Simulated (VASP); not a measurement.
## Ni: relaxation of cell and atoms with PBE

Crystal: Ni.

```xyz
1
Lattice="0.0000 1.7066 1.7066 1.7066 0.0000 1.7066 1.7066 1.7066 0.0000" Properties=species:S:1:pos:R:3 pbc="T T T"
Ni    0.0000    0.0000    0.0000
```

```json
{"Program": "VASP 6.6.1", "Task": "relaxation of cell and atoms", "Functional": "PBE", "Potentials or basis": "VASP PAW PBE potentials, release 64 (Ni)", "Cutoff": "600 eV", "k mesh": "19 × 19 × 19", "Occupations": "fermi-dirac, width 0.1 eV", "Spin": "collinear spin, ferromagnetic start", "Starting moments": "[1.0] μB", "Target pressure": "23 GPa", "Dipole correction": "no", "Further INCAR settings": "ALGO = Normal; EDIFF = 1e-06; IBRION = 2; EDIFFG = -0.005; NSW = 60; ISIF = 3"}
```

```yaml
Relaxed_volume: 9.92 Å³/atom
Relaxed_cell: a = 2.412 Å, b = 2.412 Å, c = 2.412 Å, α = 60.00°, β = 60.00°, γ = 60.00°
Space_group_after_relaxing_to_0.05_Å: Fm-3m (No. 225)
Energy_change_on_relaxing_the_enthalpy_is_what_falls: +3.0 meV/atom
Ionic_steps: 3
Pressure_after_relaxing: 23.1 GPa
Net_moment: 0.57 μB per cell
Site_moments: Ni +0.57 μB
Valence_electrons_inside_the_program's_atomic_spheres: Ni 9.49
```

Step by step:
| step | energy change (eV) | largest force (eV/Å) | pressure (GPa) | volume (Å³) |
| --- | --- | --- | --- | --- |
| 1 | 0.0000 | 0.0000 | 22.32 | 9.94 |
| 2 | 0.0089 | 0.0000 | 24.31 | 9.88 |
| 3 | 0.0030 | 0.0000 | 23.06 | 9.92 |

Final structure:
```
Ni
1.0
     0.00000    1.70540    1.70540
     1.70540    0.00000    1.70540
     1.70540    1.70540    0.00000
Ni
1
Direct
  0.00000 0.00000 0.00000
```

Levels at points of the mesh, in eV from the Fermi level:
Spin up:
```tsv
k point	band 1	band 2	band 3	band 4	band 5	band 6	band 7	band 8	band 9	band 10
(0.00, 0.00, 0.00)	-9.66	-2.63	-2.63	-2.63	-1.30	-1.30	24.52	29.11	29.11	29.11
```
Spin down:
```tsv
k point	band 3	band 4	band 5	band 6	band 7	band 8
(0.00, 0.00, 0.00)	-1.95	-1.95	-0.76	-0.76	24.38	29.09
```

Wall time 67 s on 1 thread of Intel Xeon 6975P-C, with other jobs on the host, peak memory 0.17 GiB.

Caveat: the cell is relaxed towards a set pressure, so the enthalpy falls and the energy may rise.
